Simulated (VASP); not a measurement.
A run of VASP 6.6.1:

Contents of POSCAR:

```
MgO
1.0
    3.4841042127      0.0000000000      0.0000000000
   -1.7420521064      3.0173227576      0.0000000000
    0.0000000000      0.0000000000      4.1856875957
Mg O
2 2
Direct
    0.6666666667      0.3333333333      0.7500000000
    0.3333333333      0.6666666667      0.2500000000
    0.6355960761      0.2711921522      0.2500000000
    0.3022627428      0.6045254855      0.7500000000
```

Contents of INCAR.step1:

```
SYSTEM = MgO
PREC     = Accurate       ! precision mode
ENCUT    = 520            ! plane-wave cutoff, eV
ISMEAR   = 0              ! smearing method
SIGMA    = 0.05           ! smearing width, eV
LREAL    = .False.        ! projectors in reciprocal space
LASPH    = .True.         ! aspherical terms in the spheres
NELM     = 100            ! most SCF steps
NBANDS   = 16             ! bands
GGA      = PE             ! functional
ALGO     = Normal         ! electronic algorithm
EDIFF    = 1E-4           ! SCF threshold, eV
LWAVE    = .True.         ! write WAVECAR
LCHARG   = .False.        ! write CHGCAR
```

Contents of INCAR.step2:

```
SYSTEM = MgO
PREC     = Accurate       ! precision mode
ENCUT    = 520            ! plane-wave cutoff, eV
EDIFF    = 1E-7           ! SCF threshold, eV
ISMEAR   = 0              ! smearing method
SIGMA    = 0.05           ! smearing width, eV
LREAL    = .False.        ! projectors in reciprocal space
LASPH    = .True.         ! aspherical terms in the spheres
NELM     = 100            ! most SCF steps
ALGO     = Normal         ! electronic algorithm
ISIF     = 2              ! what is computed and relaxed
LWAVE    = .False.        ! write WAVECAR
LCHARG   = .True.         ! write CHGCAR
METAGGA  = R2SCAN         ! meta-GGA
LMIXTAU  = .True.       
LELF     = .True.         ! ELF
LVHAR    = .True.       
NBANDS   = 16             ! bands
ISTART   = 1
```

The input KPOINTS:

```
regular mesh
0
Gamma
  6 6 6
  0 0 0
```

Potentials or basis: VASP PAW PBE potentials, release 64 (Mg, O).

Run with:

```bash
$ cat potpaw_PBE.64/Mg/POTCAR potpaw_PBE.64/O/POTCAR > POTCAR
$ cp INCAR.step1 INCAR
$ mpirun -np 1 vasp_std > vasp.out
$ cp INCAR.step2 INCAR
$ mpirun -np 1 vasp_std > vasp.out
```

Hardware: 1 thread of Intel(R) Xeon(R) Platinum 8259CL CPU @ 2.50GHz (Skylake/Cascade Lake) (shared host).

Question: Estimate the wall time of this run.

Answer: Run time: 120 s on 1 thread of Intel(R) Xeon(R) Platinum 8259CL CPU @ 2.50GHz (Skylake/Cascade Lake), with other jobs on the host, peak memory 0.18 GiB. Counts: k points 52.
